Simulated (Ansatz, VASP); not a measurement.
PtS2 in VASP and in Ansatz

```
Pt S
1.0
     1.77172    1.02290    5.33630
    -1.77172    1.02290    5.33630
     0.00000   -2.04581    5.33630
Pt S
1 2
Direct
  0.00000 0.00000 0.00000
  0.74386 0.74386 0.74386
  0.25614 0.25614 0.25614
```

Alike in both runs: functional PBE; dispersion D3(BJ); k mesh 10 × 10 × 10; no spin polarisation.

Ansatz relaxed the structure, and its values are those at the end. VASP's run is a single point on that final structure, the one shown.

```csv
,VASP,Ansatz
version,VASP 6.6.1,Ansatz 0.2.0
potentials or method,"VASP PAW PBE potentials, release 64 (Pt, S), cutoff 520 eV","scalar-relativistic, plane waves, PAW"
occupations,"gaussian, width 0.01 eV",fixed
valence electrons in the cell,22,30
```

Ansatz gave:

- gap on the k mesh at the Fermi level (eV): 0.94
- least direct gap on the mesh (eV): 1.12
- pressure (GPa): 0.0
- rms of the force components (eV/Å): 0.000

Q: Estimate VASP's values.

A: gap on the k mesh at the Fermi level (eV): 0.94; least direct gap on the mesh (eV): 1.13; pressure (GPa): -0.4; rms of the force components (eV/Å): 0.019.

VASP's potentials hold 22 valence electrons a cell and Ansatz's 30, so a difference there can come from the potentials and not from the codes.

Spin-orbit coupling is off throughout.
